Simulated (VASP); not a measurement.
# Si16B (a cell with a defect) in VASP: single point with r2SCAN

Aim: the single point of Si16B (a cell with a defect) with r2SCAN.

Program: VASP 6.6.1. These are calculated values, not measurements. Logs are shortened: lines on timing, memory, paths and dates and some standing lists are left out, and cuts for length are marked.

### 1 The cell of the first run

The cell holds a defect, 17 atoms: a = 7.679 Å, b = 7.679 Å, c = 7.679 Å, α = 60.00°, β = 60.00°, γ = 60.00°.

### 2 Single point, r2SCAN, collinear spin

File POSCAR:

```
Si16B
1.0
    0.0000000000      5.4300000000      5.4300000000
    5.4300000000      0.0000000000      5.4300000000
    5.4300000000      5.4300000000      0.0000000000
Si B
16 1
Direct
    0.0057720994     -0.0051754144     -0.0004853591
    0.1244712707      0.1309578269      0.1205001842
    0.0006514733     -0.0010271639      0.5000354512
    0.1245081031      0.1304937385      0.6241147330
    0.0000764273      0.5029784530     -0.0018163904
    0.1257238490      0.6231463168      0.1258752302
   -0.0003250460      0.5027106814      0.4994372007
    0.1247143646      0.6255000000      0.6248869245
    0.5018389503     -0.0063879374      0.0025511050
    0.6245650092      0.1322865562      0.1220244936
    0.5009225599     -0.0056881215      0.5028733886
    0.6217606814      0.1313043278      0.6235002762
    0.4984553407      0.5062825967     -0.0019586556
    0.6268228361      0.6219937385      0.1266872928
    0.4978399632      0.5030917127      0.5000110497
    0.6263187845      0.6226287293      0.6253535912
    0.3368827808      1.0147991713      0.8265352670
```

File INCAR.step1:

```
PREC     = Accurate       # precision mode
ENCUT    = 520            # plane-wave cutoff, eV
ISMEAR   = 0              # smearing method
SIGMA    = 0.02           # smearing width, eV
LREAL    = Auto         
LASPH    = True           # aspherical terms in the spheres
NELM     = 150            # most SCF steps
ISPIN    = 2              # spin polarisation
MAGMOM   = 0 0 0 0 0 0 0 0 0 0.05 0 0 0 0 0 0 0.13 # initial moments
NBANDS   = 52             # bands
GGA      = PE             # functional
ALGO     = Normal         # electronic algorithm
EDIFF    = 1E-4           # SCF threshold, eV
LWAVE    = True           # write WAVECAR
LCHARG   = False          # write CHGCAR
```

File INCAR.step2:

```
PREC     = Accurate       # precision mode
ENCUT    = 520            # plane-wave cutoff, eV
EDIFF    = 1E-6           # SCF threshold, eV
ISMEAR   = 0              # smearing method
SIGMA    = 0.02           # smearing width, eV
LREAL    = Auto         
LASPH    = True           # aspherical terms in the spheres
NELM     = 150            # most SCF steps
ALGO     = Normal         # electronic algorithm
ISIF     = 2              # what is computed and relaxed
LWAVE    = False          # write WAVECAR
LCHARG   = True           # write CHGCAR
ISPIN    = 2              # spin polarisation
MAGMOM   = 0 0 0 0 0 0 0 0 0 0.05 0 0 0 0 0 0 0.13 # initial moments
LORBIT   = 11             # projections on sites
METAGGA  = R2SCAN         # meta-GGA
LMIXTAU  = True         
LELF     = True           # ELF
LVHAR    = True         
NBANDS   = 52             # bands
ISTART   = 1
```

File KPOINTS:

```
regular mesh
0
Gamma
  2 2 2
```

Potentials or basis: VASP PAW PBE potentials, release 64 (Si, B).

Command:

```
$ cat potpaw_PBE.64/Si/POTCAR potpaw_PBE.64/B/POTCAR > POTCAR
$ cp INCAR.step1 INCAR
$ mpirun -np 1 vasp_std > vasp.out
$ cp INCAR.step2 INCAR
$ mpirun -np 1 vasp_std > vasp.out
```

OUTCAR:

```text
PREC = Accurate
   ENCUT = 520
   EDIFF = 1E-6
   ISMEAR = 0
   LREAL = Auto
   LASPH = True
   NELM = 150
   ISIF = 2
   ISPIN = 2
   LORBIT = 11
   METAGGA = R2SCAN
   ISTART = 1

 ion  position               nearest neighbor table
   1  0.006  0.995  1.000-  17 2.25   6 2.33   4 2.35   2 2.36  10 2.39
   2  0.124  0.131  0.121-  17 2.33   5 2.33   1 2.36   9 2.37   3 2.38
   3  0.001  0.999  0.500-   8 2.34  12 2.38   4 2.38   2 2.38
   4  0.125  0.130  0.624-   7 2.33   1 2.35  17 2.36  11 2.36   3 2.38
   5  0.000  0.503  0.998-   2 2.33  14 2.34   8 2.34   6 2.34
   6  0.126  0.623  0.126-   1 2.33  13 2.34   5 2.34   7 2.34
   7  1.000  0.503  0.499-   4 2.33   8 2.34  16 2.34   6 2.34
   8  0.125  0.626  0.625-  15 2.34   7 2.34   5 2.34   3 2.34
   9  0.502  0.994  0.003-  17 2.18  14 2.33   2 2.37  12 2.38  10 2.39
  10  0.625  0.132  0.122-  13 2.34  11 2.39   9 2.39   1 2.39
  11  0.501  0.994  0.503-  17 2.20  16 2.33   4 2.36  12 2.37  10 2.39
  12  0.622  0.131  0.624-  17 2.27  15 2.33  11 2.37   3 2.38   9 2.38
  13  0.498  0.506  0.998-  16 2.34   6 2.34  14 2.34  10 2.34
  14  0.627  0.622  0.127-   9 2.33  13 2.34   5 2.34  15 2.34
  15  0.498  0.503  0.500-  12 2.33   8 2.34  14 2.34  16 2.34
  16  0.626  0.623  0.625-  11 2.33  13 2.34   7 2.34  15 2.34
  17  0.337  0.015  0.827-   9 2.18  11 2.20   1 2.25  12 2.27   2 2.33   4 2.36

  LATTYP: Found a face centered cubic cell.
 ALAT       =    10.8600000000

  Lattice vectors:

 A1 = (   0.0000000000,   5.4300000000,   5.4300000000)
 A2 = (   5.4300000000,   0.0000000000,   5.4300000000)
 A3 = (   5.4300000000,   5.4300000000,   0.0000000000)

Analysis of symmetry for initial positions (statically):
=====================================================================
 Subroutine PRICEL returns:
 Original cell was already a primitive cell.

 Routine SETGRP: Setting up the symmetry group for a
 face centered cubic supercell.

 Subroutine GETGRP returns: Found  1 space group operations
 (whereof  1 operations were pure point group operations)
 out of a pool of 48 trial point group operations.

The static configuration has the point symmetry C_1 .

Analysis of symmetry for dynamics (positions and initial velocities):
=====================================================================
 Subroutine PRICEL returns:
 Original cell was already a primitive cell.

 Routine SETGRP: Setting up the symmetry group for a
 face centered cubic supercell.

 Subroutine GETGRP returns: Found  1 space group operations
 (whereof  1 operations were pure point group operations)
 out of a pool of 48 trial point group operations.

The dynamic configuration has the point symmetry C_1 .

Analysis of structural, dynamic, and magnetic symmetry:
=====================================================================
 Subroutine PRICEL returns:
 Original cell was already a primitive cell.

 Routine SETGRP: Setting up the symmetry group for a
 face centered cubic supercell.

 Subroutine GETGRP returns: Found  1 space group operations
 (whereof  1 operations were pure point group operations)
 out of a pool of 48 trial point group operations.

The overall configuration has the point symmetry C_1 .

 Subroutine INISYM returns: Found  1 space group operations
 (whereof  1 operations are pure point group operations),
 and found     1 'primitive' translations

----------------------------------------------------------------------------------------

                                     Primitive cell

  volume of cell :     320.2060

  direct lattice vectors                    reciprocal lattice vectors
     0.000000000  5.430000000  5.430000000    -0.092081031  0.092081031  0.092081031
     5.430000000  0.000000000  5.430000000     0.092081031 -0.092081031  0.092081031
     5.430000000  5.430000000  0.000000000     0.092081031  0.092081031 -0.092081031

  length of vectors
     7.679179644  7.679179644  7.679179644     0.159489025  0.159489025  0.159489025

  position of ions in fractional coordinates (direct lattice)
     0.005772099  0.994824586  0.999514641
     0.124471271  0.130957827  0.120500184
     0.000651473  0.998972836  0.500035451
     0.124508103  0.130493739  0.624114733
     0.000076427  0.502978453  0.998183610
     0.125723849  0.623146317  0.125875230
[... 9 lines left out ...]
     0.626318785  0.622628729  0.625353591
     0.336882781  0.014799171  0.826535267

  ion indices of the primitive-cell ions
[... 56 lines left out ...]
   number of dos      NEDOS =    301   number of ions     NIONS =     17
   total plane-waves  NPLWV = 216000
   dimension x,y,z NGX =    60 NGY =   60 NGZ =   60
   dimension x,y,z NGXF=   120 NGYF=  120 NGZF=  120
   ions per type =              16   1
   NGX,Y,Z   is equivalent  to a cutoff of  12.99, 12.99, 12.99 a.u.
   NGXF,Y,Z  is equivalent  to a cutoff of  25.98, 25.98, 25.98 a.u.
 SYSTEM =  unknown system
   PREC   = accura    normal or accurate (medium, high low for compatibility)
   ISTART =      1    job   : 0-new  1-cont  2-samecut
   ICHARG =      0    charge: 1-file 2-atom 10-const
   ISPIN  =      2    spin polarized calculation?
   LNONCOLLINEAR =      F non collinear calculations
   LSORBIT =      F    spin-orbit coupling
   LASPH  =      T    aspherical Exc in radial PAW
   ENCUT  =  520.0 eV  38.22 Ry    6.18 a.u.  14.28 14.28 14.28*2*pi/ulx,y,z
   NELM   =    150;   NELMIN=  2; NELMDL=  0     # of ELM steps
   EDIFF  = 0.1E-05   stopping-criterion for ELM
   LREAL  =      T    real-space projection
   EDIFFG = 0.1E-04   stopping-criterion for IOM
   NSW    =      0    number of steps for IOM
   IBRION =     -1    ionic relax: 0-MD 1-quasi-New 2-CG
   NFREE  =      0    steps in history (QN), initial steepest desc. (CG)
   ISIF   =      2    stress and relaxation
   ISYM   =      2    0-nonsym 1-usesym 2-fastsym
   POTIM  = 0.5000    time-step for ionic-motion
   TEBEG  =    0.0;   TEEND  =   0.0 temperature during run
   PSTRESS=    0.0 pullay stress
   NELECT =      67.0000    total number of electrons
   NUPDOWN=      -1.0000    fix difference up-down
   EMIN   =  10.00;   EMAX   =-10.00  energy-range for DOS
   EFERMI =   0.00;   METHOD = LEGACY
   ISMEAR =     0;   SIGMA  =   0.02  broadening in eV -4-tet -1-fermi 0-gaus
   EFERMI_NEDOS =   21; number of points for ismear=-14 and -15
   IALGO  =     38    algorithm
   IMIX   =      4    mixing-type and parameters
     AMIX     =   0.40;   BMIX     =  1.00
     AMIX_MAG =   1.60;   BMIX_MAG =  1.00
  volume/ion in A,a.u.               =      18.84       127.11
  Fermi-wavevector in a.u.,A,eV,Ry     =   0.971904  1.836632 12.852022  0.944597
  Thomas-Fermi vector in A             =   2.102159
   LORBIT       =     11    0 simple, 1 ext, 2 COOP (PROOUT), +10 PAW based schemes
   METAGGA = R2SCAN    functional components
   LHFCALC =     F    Hartree Fock is set to
   AEXX    =    0.0000 exact exchange contribution
   IVDW    =     0    specifies the selected vdW correction
   LEPSILON=     F    determine dielectric tensor
   LRPA    =     F    only Hartree local field effects (RPA)
 spin polarized calculation
 Gauss-broadening in eV      SIGMA  =   0.02
  energy-cutoff  :      520.00
  volume of cell :      320.21
 maximum number of plane-waves:      8646
 NGX is ok and might be reduce to    60
   NGX = 29   NGY = 29   NGZ = 29

 number of electron      67.0000000 magnetization       0.7500000

 Free energy of the ion-electron system (eV)
  ---------------------------------------------------
  ext. energy  EPLUGINS =         0.00000000
  ---------------------------------------------------
  free energy    TOTEN  =      -142.70870695 eV

  energy without entropy =     -142.70870695  energy(sigma->0) =     -142.70870695

 E-fermi :   6.3938     XC(G=0): -10.0313

 val. band max:        6.2956278965   @ k =   0.5000   0.5000   0.5000
 cond. band min:       6.5214333964   @ k =   0.5000   0.5000   0.5000
 fundamental gap:      0.2258054999
 Fermi energy:         6.3938453329

 spin component 1

 k-point     1 :       0.0000    0.0000    0.0000
  band No.  band energies     occupation
      1      -7.1334      1.00000
      2      -4.8600      1.00000
      3      -4.5402      1.00000
      4      -4.5295      1.00000
      5      -4.1248      1.00000
      6      -3.1206      1.00000
[... 373 lines left out ...]
     44      10.0851      0.00000
     45      10.5005      0.00000
 Fermi energy:         6.3938453329

 spin component 2

 k-point     1 :       0.0000    0.0000    0.0000
  band No.  band energies     occupation
      1      -7.0376      1.00000
      2      -4.7722      1.00000
      3      -4.4934      1.00000
      4      -4.4823      1.00000
      5      -4.0711      1.00000
      6      -2.9952      1.00000
[... 373 lines left out ...]
     44      10.2462      0.00000
     45      10.5390      0.00000
 [bands above 45 left out]

------------------------ aborting loop because EDIFF is reached ----------------------------------------

  FORCE on cell =-STRESS in cart. coord.  units (eV):
  Direction    XX          YY          ZZ          XY          YZ          ZX
  --------------------------------------------------------------------------------------
  -------------------------------------------------------------------------------------
  Total        2.6969859      2.7725404      2.6843527     -1.3835206     -1.3677404      1.4170468
  in kB       13.4945924     13.8726357     13.4313810     -6.9225601     -6.8436023      7.0903112
  external PRESSURE =      13.5995363 kB  Pullay stress =       0.0000000 kB

 VOLUME and BASIS-vectors are now :
 -----------------------------------------------------------------------------
  energy-cutoff  :      520.00
  volume of cell :      320.21
      direct lattice vectors                 reciprocal lattice vectors
     0.000000000  5.430000000  5.430000000    -0.092081031  0.092081031  0.092081031
     5.430000000  0.000000000  5.430000000     0.092081031 -0.092081031  0.092081031
     5.430000000  5.430000000  0.000000000     0.092081031  0.092081031 -0.092081031

 POSITION                                       TOTAL-FORCE (eV/Angst)
 -----------------------------------------------------------------------------------
     10.82926      5.45871      5.43324        -0.042280      0.040267      0.034179
      1.36542      1.33020      1.38698        -0.081286      0.017008     -0.014151
      8.13962      2.71873      5.42796        -0.034583      0.038322     -0.008048
      4.09752      4.06502      1.38466        -0.022415      0.069561     -0.019107
      8.15131      5.42055      2.73159        -0.018260      0.004590      0.018610
      4.06719      1.36618      4.06637        -0.020621      0.021935     -0.027050
[... 9 lines left out ...]
      6.77654      6.79658      6.78178        -0.031886      0.018908     -0.018504
      4.56845      6.31736      1.90963         0.268413     -0.291524      0.237794
 -----------------------------------------------------------------------------------
    total drift:                                0.000811     -0.003029      0.002918

  FREE ENERGIE OF THE ION-ELECTRON SYSTEM (eV)
  ---------------------------------------------------
  free  energy   TOTEN  =      -142.7087069503 eV

  energy  without entropy=     -142.7087069503  energy(sigma->0) =     -142.70870695

 total charge

# of ion       s       p       d       tot
------------------------------------------
    1        0.736   0.953   0.000   1.689
    2        0.742   0.945   0.000   1.687
    3        0.754   0.946   0.000   1.699
    4        0.743   0.945   0.000   1.688
    5        0.736   0.985   0.000   1.721
    6        0.739   0.979   0.000   1.718
[... 9 lines left out ...]
   16        0.740   0.978   0.000   1.718
   17        0.778   0.889   0.000   1.666
--------------------------------------------------
tot         12.624  16.318   0.000  28.942

 magnetization (x)

# of ion       s       p       d       tot
------------------------------------------
    1        0.004   0.003   0.000   0.007
    2        0.012   0.007   0.000   0.019
    3        0.012   0.037   0.000   0.050
    4        0.013   0.007   0.000   0.019
    5        0.001  -0.000   0.000   0.000
    6        0.001   0.003   0.000   0.004
[... 9 lines left out ...]
   16        0.001   0.004   0.000   0.005
   17        0.045   0.074   0.000   0.119
--------------------------------------------------
tot          0.113   0.163   0.000   0.276
```

It took 11 min on 1 thread of Intel Xeon 6975P-C (Granite Rapids), shared host; peak memory 0.81 GiB.

Results:

* Free energy: -142.7087 eV
* Pressure: 1.4 GPa
* Largest force: 0.462 eV/Å
* Net moment: 0.75 μB per cell
* Site moments: Si +0.01, +0.02, +0.05, +0.00, -0.00 (each value once); B +0.12 μB
* Valence electrons inside the program's atomic spheres: Si 1.69, 1.70, 1.72 (each value once); B 1.67

Forces in eV/Å, atoms in the order of the input:
```
Si  -0.042  0.040  0.034
Si  -0.081  0.017 -0.014
Si  -0.035  0.038 -0.008
Si  -0.022  0.070 -0.019
Si  -0.018  0.005  0.019
Si  -0.021  0.022 -0.027
Si  -0.007  0.020  0.017
Si  -0.016  0.018 -0.031
Si  -0.062  0.000 -0.041
Si   0.033 -0.032  0.048
Si   0.029  0.068 -0.051
Si   0.023 -0.023 -0.127
Si   0.007 -0.007  0.006
Si  -0.020  0.033 -0.025
Si  -0.004  0.004  0.000
Si  -0.032  0.019 -0.019
B    0.268 -0.292  0.238
```

Stress tensor (GPa, compression positive):
```
 1.35 -0.69  0.71
-0.69  1.39 -0.68
 0.71 -0.68  1.34
```

Caveat: the k points lie up to 0.50 Å⁻¹ apart; a moment this small can come from the mesh or the smearing; the PAW data sets were made with another functional, which shifts forces and pressure a little.
